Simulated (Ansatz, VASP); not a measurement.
## One calculation of K2MgGaC6N6, two programs

```xyz
16
Lattice="0.0000 5.4607 5.4607 5.4607 0.0000 5.4607 5.4607 5.4607 0.0000" Properties=species:S:1:pos:R:3 pbc="T T T"
K     2.7303    2.7303    2.7303
K     8.1910    8.1910    8.1910
Mg    5.4607    5.4607    5.4607
Ga    0.0000    0.0000    0.0000
C     2.1366    5.4607    5.4607
C     5.4607    2.1366    5.4607
C     5.4607    5.4607    2.1366
C     8.7847    5.4607    5.4607
C     5.4607    8.7847    5.4607
C     5.4607    5.4607    8.7847
N     3.3106    5.4607    5.4607
N     5.4607    3.3106    5.4607
N     5.4607    5.4607    3.3106
N     7.6107    5.4607    5.4607
N     5.4607    7.6107    5.4607
N     5.4607    5.4607    7.6107
```

Alike in both runs: functional PBE; k mesh 4 × 4 × 4; occupations gaussian, width 0.1 eV; no spin polarisation.

Ansatz relaxed the structure, and its values are those at the end. VASP's run is a single point on that final structure, the one shown.

|  | VASP | Ansatz |
| --- | --- | --- |
| version | VASP 6.6.1 | Ansatz 0.2.0 |
| potentials or method | VASP PAW PBE potentials, release 64 (K_sv, Mg, Ga_d, C, N), cutoff 520 eV | scalar-relativistic, plane waves, PAW |
| valence electrons in the cell | 87 | 95 |

|  | VASP | Ansatz | Ansatz less VASP |
| --- | --- | --- | --- |
| gap on the k mesh at the Fermi level (eV) | none | none | - |
| pressure (GPa) | 0.3 | 0.0 | -0.32 |
| rms of the force components (eV/Å) | 0.193 | 0.000 | -0.1925 |

A gap of «none» marks a metal or a gap that the smearing closes. One of these differences is far larger than is usual between the two programs; its cause wasn't traced. With one functional, cell and mesh, what is left measures potentials, basis and numerics. VASP's potentials hold 87 valence electrons a cell and Ansatz's 95, so a difference there can come from the potentials and not from the codes.

Noted on VASP's run: the standard files for N, O and F lose accuracy on very short bonds.
